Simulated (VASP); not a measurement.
# Zr (Pm-3m) in VASP: a series of runs

The runs below take Zr through single point, relaxation of cell and atoms, with PBEsol.

Everything below comes from runs of VASP 6.6.1. Logs are shortened: lines on timing, memory, paths and dates and some standing lists are left out, and cuts for length are marked.

### Step 1. The cell of the first run

Symmetry: Pm-3m, No. 221, cubic system. Conventional cell: a = 2.794 Å, b = 2.794 Å, c = 2.794 Å, α = 90.00°, β = 90.00°, γ = 90.00°. Zr (site symmetry m-3m) has 6 Zr at 2.79 Å within 3.7 Å.

### Step 2. Single point, PBEsol (volume scaled by 0.92)

Input file INCAR:

```
PREC = Accurate
ENCUT = 520
EDIFF = 1E-6
ISMEAR = -1
SIGMA = 0.1
LREAL = False
LASPH = True
NELM = 60
ALGO = Normal
ISIF = 2
LWAVE = False
LCHARG = False
GGA = PS
NBANDS = 12
```

Input file KPOINTS:

```
regular mesh
0
Gamma
  13 13 13
```

Input file POSCAR:

```
Zr
1.0
    2.7936723206      0.0000000000      0.0000000000
    0.0000000000      2.7936723206      0.0000000000
    0.0000000000      0.0000000000      2.7936723206
Zr
1
Direct
    0.0000000000      0.0000000000      0.0000000000
```

Potentials or basis: VASP PAW PBE potentials, release 64 (Zr_sv).

Run with:

```
$ cat potpaw_PBE.64/Zr_sv/POTCAR > POTCAR
$ mpirun -np 1 vasp_std > vasp.out
```

OUTCAR:

```text
PREC = Accurate
   ENCUT = 520
   EDIFF = 1E-6
   ISMEAR = -1
   LREAL = False
   LASPH = True
   NELM = 60
   ISIF = 2
   GGA = PS

 ion  position               nearest neighbor table
   1  0.000  0.000  0.000-

  LATTYP: Found a simple cubic cell.
 ALAT       =     2.7936723206

  Lattice vectors:

 A1 = (   2.7936723206,   0.0000000000,   0.0000000000)
 A2 = (   0.0000000000,   2.7936723206,   0.0000000000)
 A3 = (   0.0000000000,   0.0000000000,   2.7936723206)

Analysis of symmetry for initial positions (statically):
=====================================================================
 Subroutine PRICEL returns:
 Original cell was already a primitive cell.

 Routine SETGRP: Setting up the symmetry group for a
 simple cubic supercell.

 Subroutine GETGRP returns: Found 48 space group operations
 (whereof 48 operations were pure point group operations)
 out of a pool of 48 trial point group operations.

The static configuration has the point symmetry O_h .

Analysis of symmetry for dynamics (positions and initial velocities):
=====================================================================
 Subroutine PRICEL returns:
 Original cell was already a primitive cell.

 Routine SETGRP: Setting up the symmetry group for a
 simple cubic supercell.

 Subroutine GETGRP returns: Found 48 space group operations
 (whereof 48 operations were pure point group operations)
 out of a pool of 48 trial point group operations.

The dynamic configuration has the point symmetry O_h .

 Subroutine INISYM returns: Found 48 space group operations
 (whereof 48 operations are pure point group operations),
 and found     1 'primitive' translations

----------------------------------------------------------------------------------------

                                     Primitive cell

  volume of cell :      21.8035

  direct lattice vectors                    reciprocal lattice vectors
     2.793672321  0.000000000  0.000000000     0.357951787  0.000000000  0.000000000
     0.000000000  2.793672321  0.000000000     0.000000000  0.357951787  0.000000000
     0.000000000  0.000000000  2.793672321     0.000000000  0.000000000  0.357951787

  length of vectors
     2.793672321  2.793672321  2.793672321     0.357951787  0.357951787  0.357951787

[... 77 lines left out ...]
   NELM   =     60;   NELMIN=  2; NELMDL= -5     # of ELM steps
   EDIFF  = 0.1E-05   stopping-criterion for ELM
   LREAL  =      F    real-space projection
   EDIFFG = 0.1E-04   stopping-criterion for IOM
   NSW    =      0    number of steps for IOM
   IBRION =     -1    ionic relax: 0-MD 1-quasi-New 2-CG
   NFREE  =      0    steps in history (QN), initial steepest desc. (CG)
   ISIF   =      2    stress and relaxation
   ISYM   =      2    0-nonsym 1-usesym 2-fastsym
   POTIM  = 0.5000    time-step for ionic-motion
   TEBEG  =    0.0;   TEEND  =   0.0 temperature during run
   PSTRESS=    0.0 pullay stress
   NELECT =      12.0000    total number of electrons
   NUPDOWN=      -1.0000    fix difference up-down
   EMIN   =  10.00;   EMAX   =-10.00  energy-range for DOS
   EFERMI =   0.00;   METHOD = LEGACY
   ISMEAR =    -1;   SIGMA  =   0.10  broadening in eV -4-tet -1-fermi 0-gaus
   EFERMI_NEDOS =   21; number of points for ismear=-14 and -15
   IALGO  =     38    algorithm
   IMIX   =      4    mixing-type and parameters
     AMIX     =   0.40;   BMIX     =  1.00
     AMIX_MAG =   1.60;   BMIX_MAG =  1.00
  volume/ion in A,a.u.               =      21.80       147.14
  Fermi-wavevector in a.u.,A,eV,Ry     =   1.341610  2.535276 24.489381  1.799919
  Thomas-Fermi vector in A             =   2.469830
   LORBIT       =      0    0 simple, 1 ext, 2 COOP (PROOUT), +10 PAW based schemes
   GGA     = PS    functional components
   LHFCALC =     F    Hartree Fock is set to
   AEXX    =    0.0000 exact exchange contribution
   IVDW    =     0    specifies the selected vdW correction
   LEPSILON=     F    determine dielectric tensor
   LRPA    =     F    only Hartree local field effects (RPA)
 non-spin polarized calculation
  energy-cutoff  :      520.00
  volume of cell :       21.80
 maximum number of plane-waves:       606
 NGX is ok and might be reduce to    24
   NGX = 11   NGY = 11   NGZ = 11

 number of electron      12.0000001 magnetization

 Free energy of the ion-electron system (eV)
  ---------------------------------------------------
  ext. energy  EPLUGINS =         0.00000000
  ---------------------------------------------------
  free energy    TOTEN  =        -8.18539425 eV

  energy without entropy =       -8.12370619  energy(sigma->0) =       -8.15455022

 E-fermi :   9.2672     XC(G=0): -11.4076

 val. band max:        9.2631393231   @ k =   0.3077   0.2308   0.1538
 cond. band min:       9.2834854077   @ k =   0.3846   0.3846   0.2308
 fundamental gap:      0.0203460846
 Fermi energy:         9.2672087368

 k-point     1 :       0.0000    0.0000    0.0000
  band No.  band energies     occupation
      1     -39.1673      2.00000
      2     -16.3595      2.00000
      3     -16.3595      2.00000
      4     -16.3595      2.00000
      5       4.0352      2.00000
      6       7.2507      2.00000
      7       7.2507      2.00000
      8      15.6546      0.00000
      9      15.6546      0.00000
     10      15.6546      0.00000
     11      23.1035      0.00000
     12      23.1035      0.00000
[... 331 lines left out ...]
 k-point    24 :       0.3846    0.3077    0.0000
  band No.  band energies     occupation
      1     -38.8234      2.00000
      2     -17.7027      2.00000
      3     -17.3475      2.00000
      4     -16.1128      2.00000
      5       6.7742      2.00000
      6       8.3925      1.99968
      7      11.9548      0.00000
      8      12.8292      0.00000
      9      13.3165      0.00000
     10      13.5629      0.00000
     11      19.2582      0.00000
     12      22.8730      0.00000

 [... further k-points ...]
[... 5 lines left out ...]
  --------------------------------------------------------------------------------------
  -------------------------------------------------------------------------------------
  Total        0.9728167      0.9728167      0.9728167      0.0000000      0.0000000      0.0000000
  in kB       71.4850456     71.4850456     71.4850456      0.0000000      0.0000000      0.0000000
  external PRESSURE =      71.4850456 kB  Pullay stress =       0.0000000 kB

 VOLUME and BASIS-vectors are now :
 -----------------------------------------------------------------------------
  energy-cutoff  :      520.00
  volume of cell :       21.80
      direct lattice vectors                 reciprocal lattice vectors
     2.793672321  0.000000000  0.000000000     0.357951787  0.000000000  0.000000000
     0.000000000  2.793672321  0.000000000     0.000000000  0.357951787  0.000000000
     0.000000000  0.000000000  2.793672321     0.000000000  0.000000000  0.357951787

 POSITION                                       TOTAL-FORCE (eV/Angst)
 -----------------------------------------------------------------------------------
      0.00000      0.00000      0.00000         0.000000      0.000000      0.000000
 -----------------------------------------------------------------------------------
    total drift:                                0.000000      0.000000     -0.000000

  FREE ENERGIE OF THE ION-ELECTRON SYSTEM (eV)
  ---------------------------------------------------
  free  energy   TOTEN  =        -8.1853942452 eV

  energy  without entropy=       -8.1237061854  energy(sigma->0) =       -8.15455022
```

It took 11 s on 1 thread of AMD EPYC 9R14 (Zen 4), shared host; peak memory 0.12 GiB.

What came out:

```yaml
Free_energy: -8.1854 eV
Pressure: 7.1 GPa
Band_gap_on_the_k_mesh: zero (band 6 reaches 10.17 eV, above the bottom of band 7 at 7.25 eV)
```

Caveat: the cell differs from its parent crystal (volume scaled by 0.92); the PAW data sets were made with another functional, which shifts forces and pressure a little.

### Step 3. Single point, PBEsol

This run uses another cell than the first one, of 23.70 Å³/atom, 1.087 times its volume.

Input file INCAR:

```
ALGO     = Normal         # electronic algorithm
EDIFF    = 1E-6           # SCF threshold, eV
ENCUT    = 520            # plane-wave cutoff, eV
GGA      = PS             # functional
ISIF     = 2              # what is computed and relaxed
ISMEAR   = -1             # smearing method
LASPH    = T              # aspherical terms in the spheres
LCHARG   = F              # write CHGCAR
LREAL    = F              # projectors in reciprocal space
LWAVE    = F              # write WAVECAR
NBANDS   = 12             # bands
NELM     = 100            # most SCF steps
PREC     = Accurate       # precision mode
SIGMA    = 0.1            # smearing width, eV
```

Input file KPOINTS:

```
k-points
0
Gamma
  13 13 13
```

Input file POSCAR:

```
Zr
1.0
    2.8724084066      0.0000000000      0.0000000000
    0.0000000000      2.8724084066      0.0000000000
    0.0000000000      0.0000000000      2.8724084066
Zr
1
Direct
    0.0000000000      0.0000000000      0.0000000000
```

Potentials or basis: VASP PAW PBE potentials, release 64 (Zr_sv).

Run with:

```
$ cat potpaw_PBE.64/Zr_sv/POTCAR > POTCAR
$ mpirun -np 1 vasp_std > vasp.out
```

It took 12 s on 1 thread of AMD EPYC 9R14 (Zen 4), shared host; peak memory 0.12 GiB.

It converged, with:

```
Free energy            : -8.2266 eV
Pressure               : 0.1 GPa
Band gap on the k mesh : zero (band 6 reaches 9.10 eV, above the bottom of band 7 at 6.56 eV)
```

Levels at points of the mesh, in eV from the Fermi level:
```tsv
k point	band 3	band 4	band 5	band 6	band 7	band 8	band 9	band 10
(0.00, 0.00, 0.00)	-25.86	-25.86	-5.12	-1.77	-1.77	5.84	5.84	5.84
```

Caveat: the PAW data sets were made with another functional, which shifts forces and pressure a little.

### Step 4. Relaxation of cell and atoms, PBEsol

This run uses another cell than the first one, of 24.26 Å³/atom, 1.113 times its volume.

Input file INCAR:

```
SYSTEM = Zr
PREC = Accurate ; ENCUT = 600
EDIFF = 1E-7 ; ISMEAR = -1
SIGMA = 0.1 ; LREAL = .False.
LASPH = .True. ; NELM = 80
ALGO = Normal ; ISIF = 3
LWAVE = .False. ; LCHARG = .False.
GGA = PS ; IBRION = 2
NSW = 60 ; EDIFFG = -0.005
```

Input file KPOINTS:

```
Automatic mesh
0
Gamma
  13 13 13
  0 0 0
```

Input file POSCAR:

```
Zr
1.0
    2.8950514099      0.0000000000      0.0000000000
    0.0000000000      2.8950514099      0.0000000000
    0.0000000000      0.0000000000      2.8950514099
Zr
1
Direct
    0.0000000000      0.0000000000      0.0000000000
```

Potentials or basis: VASP PAW PBE potentials, release 64 (Zr_sv).

Run with:

```
$ cat potpaw_PBE.64/Zr_sv/POTCAR > POTCAR
$ mpirun -np 1 vasp_std > vasp.out
```

OUTCAR:

```text
SYSTEM = Zr
   PREC = Accurate
   ENCUT = 600
   EDIFF = 1E-7
   ISMEAR = -1
   LREAL = .False.
   LASPH = .True.
   NELM = 80
   ISIF = 3
   GGA = PS
   IBRION = 2
   NSW = 60
   EDIFFG = -0.005

 ion  position               nearest neighbor table
   1  0.000  0.000  0.000-

  LATTYP: Found a simple cubic cell.
 ALAT       =     2.8950514099

  Lattice vectors:

 A1 = (   2.8950514099,   0.0000000000,   0.0000000000)
 A2 = (   0.0000000000,   2.8950514099,   0.0000000000)
 A3 = (   0.0000000000,   0.0000000000,   2.8950514099)

Analysis of symmetry for initial positions (statically):
=====================================================================
 Subroutine PRICEL returns:
 Original cell was already a primitive cell.

 Routine SETGRP: Setting up the symmetry group for a
 simple cubic supercell.

 Subroutine GETGRP returns: Found 48 space group operations
 (whereof 48 operations were pure point group operations)
 out of a pool of 48 trial point group operations.

The static configuration has the point symmetry O_h .

Analysis of symmetry for dynamics (positions and initial velocities):
=====================================================================
 Subroutine PRICEL returns:
 Original cell was already a primitive cell.

 Routine SETGRP: Setting up the symmetry group for a
 simple cubic supercell.

 Subroutine GETGRP returns: Found 48 space group operations
 (whereof 48 operations were pure point group operations)
 out of a pool of 48 trial point group operations.

The dynamic configuration has the point symmetry O_h .

 Subroutine INISYM returns: Found 48 space group operations
 (whereof 48 operations are pure point group operations),
 and found     1 'primitive' translations

----------------------------------------------------------------------------------------

[... 120 lines left out ...]
   LRPA    =     F    only Hartree local field effects (RPA)
 conjugate gradient relaxation of ions
 non-spin polarized calculation
  energy-cutoff  :      600.00
  volume of cell :       24.26
 maximum number of plane-waves:       837
 NGX is ok and might be reduce to    24
   NGX = 11   NGY = 11   NGZ = 11

--------------------------------------- Ionic step        1  -------------------------------------------

 number of electron      11.9999999 magnetization

 Free energy of the ion-electron system (eV)
  ---------------------------------------------------
  ext. energy  EPLUGINS =         0.00000000
  ---------------------------------------------------
  free energy    TOTEN  =        -8.22416052 eV

  energy without entropy =       -8.16037466  energy(sigma->0) =       -8.19226759

------------------------ aborting loop because EDIFF is reached ----------------------------------------

  FORCE on cell =-STRESS in cart. coord.  units (eV):
  Direction    XX          YY          ZZ          XY          YZ          ZX
  --------------------------------------------------------------------------------------
  -------------------------------------------------------------------------------------
  Total       -0.2442826     -0.2442826     -0.2442826      0.0000000     -0.0000000      0.0000000
  in kB      -16.1299941    -16.1299941    -16.1299941      0.0000000     -0.0000000      0.0000000
  external PRESSURE =     -16.1299941 kB  Pullay stress =       0.0000000 kB
[... 57 lines left out ...]
--------------------------------------- Ionic step        3  -------------------------------------------

 number of electron      11.9999999 magnetization

 Free energy of the ion-electron system (eV)
  ---------------------------------------------------
  ext. energy  EPLUGINS =         0.00000000
  ---------------------------------------------------
  free energy    TOTEN  =        -8.22693235 eV

  energy without entropy =       -8.16342192  energy(sigma->0) =       -8.19517714

 E-fermi :   8.3211     XC(G=0): -11.0170

 val. band max:        8.2934931969   @ k =   0.4615   0.4615   0.0769
 cond. band min:       8.3240084766   @ k =   0.3077   0.2308   0.1538
 fundamental gap:      0.0305152797
 Fermi energy:         8.3210850889

 k-point     1 :       0.0000    0.0000    0.0000
  band No.  band energies     occupation
      1     -40.1737      2.00000
      2     -17.5468      2.00000
      3     -17.5468      2.00000
      4     -17.5468      2.00000
      5       3.1998      2.00000
      6       6.5490      2.00000
      7       6.5490      2.00000
      8      14.1560      0.00000
      9      14.1560      0.00000
     10      14.1560      0.00000
[... 287 lines left out ...]
 k-point    24 :       0.3846    0.3077    0.0000
  band No.  band energies     occupation
      1     -39.9198      2.00000
      2     -18.6129      2.00000
      3     -18.3305      2.00000
      4     -17.3553      2.00000
      5       6.0794      2.00000
      6       7.4751      1.99958
      7      10.6686      0.00000
      8      11.6487      0.00000
      9      11.9304      0.00000
     10      12.3029      0.00000

 [... further k-points ...]
[... 5 lines left out ...]
  --------------------------------------------------------------------------------------
  -------------------------------------------------------------------------------------
  Total        0.0002543      0.0002543      0.0002543     -0.0000000      0.0000000      0.0000000
  in kB        0.0171744      0.0171744      0.0171744     -0.0000000      0.0000000      0.0000000
  external PRESSURE =       0.0171744 kB  Pullay stress =       0.0000000 kB
[... 16 lines left out ...]
  FREE ENERGIE OF THE ION-ELECTRON SYSTEM (eV)
  ---------------------------------------------------
  free  energy   TOTEN  =        -8.2269323499 eV

  energy  without entropy=       -8.1634219244  energy(sigma->0) =       -8.19517714

 reached required accuracy - stopping structural energy minimisation
```

OSZICAR:

```text
N       E                     dE             d eps       ncg     rms          rms(c)
DAV:   1     0.963657944866E+02    0.96366E+02   -0.75665E+03  1680   0.133E+03
DAV:   2    -0.466889030108E+01   -0.10103E+03   -0.98827E+02  1840   0.314E+02
DAV:   3    -0.832504519513E+01   -0.36562E+01   -0.34958E+01  2384   0.526E+01
[... 26 lines left out ...]
DAV:   5    -0.822692990658E+01   -0.37668E-03   -0.82096E-04  2466   0.179E-01    0.328E-02
DAV:   6    -0.822693293073E+01   -0.30241E-05   -0.10289E-05  1766   0.405E-02    0.807E-03
DAV:   7    -0.822693252101E+01    0.40971E-06   -0.62759E-07  1906   0.106E-02    0.182E-03
DAV:   8    -0.822693233417E+01    0.18684E-06   -0.99999E-08   982   0.453E-03    0.861E-04
DAV:   9    -0.822693234992E+01   -0.15750E-07   -0.20426E-08   848   0.113E-03
   3 F= -.82269323E+01 E0= -.81951771E+01  d E =-.277183E-02
```

CONTCAR:

```text
Zr
   1.00000000000000
     2.8733634745287167    0.0000000000000000    0.0000000000000000
     0.0000000000000000    2.8733634745287167    0.0000000000000000
    -0.0000000000000000   -0.0000000000000000    2.8733634745287167
  Zr
     1
Direct
     0.0000000000000000    0.0000000000000000    0.0000000000000000

  0.00000000E+00  0.00000000E+00  0.00000000E+00
```

Run time: 26 s. Hardware: 1 thread of AMD EPYC 9R14 (Zen 4), shared host; peak memory 0.13 GiB.

What came out:

| Quantity | Value |
| --- | --- |
| Free energy | -8.2269 eV |
| Relaxed volume | 23.72 Å³/atom |
| Relaxed cell | a = 2.873 Å, b = 2.873 Å, c = 2.873 Å, α = 90.00°, β = 90.00°, γ = 90.00° |
| Space group after relaxing (to 0.05 Å) | Pm-3m (No. 221) |
| Energy gained by relaxing | 2.8 meV/atom |
| Ionic steps | 3 |
| Pressure after relaxing | 0.0 GPa |
| Band gap on the k mesh | zero (band 6 reaches 9.09 eV, above the bottom of band 7 at 6.55 eV) |

The path:
| step | energy change (eV) | largest force (eV/Å) | pressure (GPa) | volume (Å³) |
| --- | --- | --- | --- | --- |
| 1 | 0.0000 | 0.0000 | -1.61 | 24.26 |
| 2 | -0.0018 | 0.0000 | 0.98 | 23.42 |
| 3 | -0.0028 | 0.0000 | 0.00 | 23.72 |

Final structure:
```
Zr
1.0
     2.87336    0.00000    0.00000
     0.00000    2.87336    0.00000
     0.00000    0.00000    2.87336
Zr
1
Direct
  0.00000 0.00000 0.00000
```

Levels at points of the mesh, in eV from the Fermi level:
```
           k point  band 4  band 5  band 6  band 7  band 8  band 9
(0.00, 0.00, 0.00)  -25.87   -5.12   -1.77   -1.77    5.83    5.83
```

Caveat: the PAW data sets were made with another functional, which shifts forces and pressure a little.

### Step 5. Summary

| task | cell | cutoff (eV) | gap on the mesh (eV) | pressure (GPa) |
| --- | --- | --- | --- | --- |
| single point | a = 2.794 Å, 1 atom | 520 | none | 7.1 |
| single point | a = 2.872 Å, 1 atom | 520 | none | 0.1 |
| relaxation of cell and atoms | relaxed from a = 2.895 Å, 1 atom | 600 | none | 0.0 |

Alike in all rows: level PBEsol; potentials or basis VASP PAW PBE potentials, release 64 (Zr_sv); no spin polarisation; k mesh 13 × 13 × 13; smearing fermi-dirac 0.1 eV.

Caveats: the PAW data sets were made with another functional, which shifts forces and pressure a little.

Total energies depend on the potentials used, so only differences within one code and one set of settings carry meaning.
